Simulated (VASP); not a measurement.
MgO, 2 atoms in the cell. The structure is cubic, space group Fm-3m (No. 225). Conventional cell: a = 4.136 Å, b = 4.136 Å, c = 4.136 Å, α = 90.00°, β = 90.00°, γ = 90.00°. Within 2.7 Å of Mg (site symmetry m-3m) lie 6 O at 2.07 Å. O (site symmetry m-3m) has 6 Mg at 2.07 Å within 2.7 Å. 

```yaml
Program: VASP 6.6.1
Task: elastic constants
Functional: PBEsol
Potentials_or_basis: VASP PAW PBE potentials, release 64 (Mg, O)
Cutoff: 600 eV
k_mesh: 10 × 10 × 10
Occupations: gaussian, width 0.01 eV
Spin: no spin polarisation
Dipole_correction: no
Ions_in_elastic_constants: relaxed
Further_INCAR_settings: ALGO = Normal; EDIFF = 1e-08; NBANDS = 11; IBRION = 6; POTIM = 0.015; NSW = 1; ISIF = 3
```

Potentials or basis: VASP PAW PBE potentials, release 64 (Mg, O).

Launch:

```console
$ cat potpaw_PBE.64/Mg/POTCAR potpaw_PBE.64/O/POTCAR > POTCAR
$ mpirun -np 1 vasp_std > vasp.out
```

Hardware: 1 thread of AMD EPYC 9R45 (Zen 5), on a shared host.

Task: Estimate the wall time of this run.

Result: Run time: 5.6 min on 1 thread of AMD EPYC 9R45 (Zen 5), on a shared host, peak memory 0.21 GiB. Counts: scf iterations 154, k points 47.
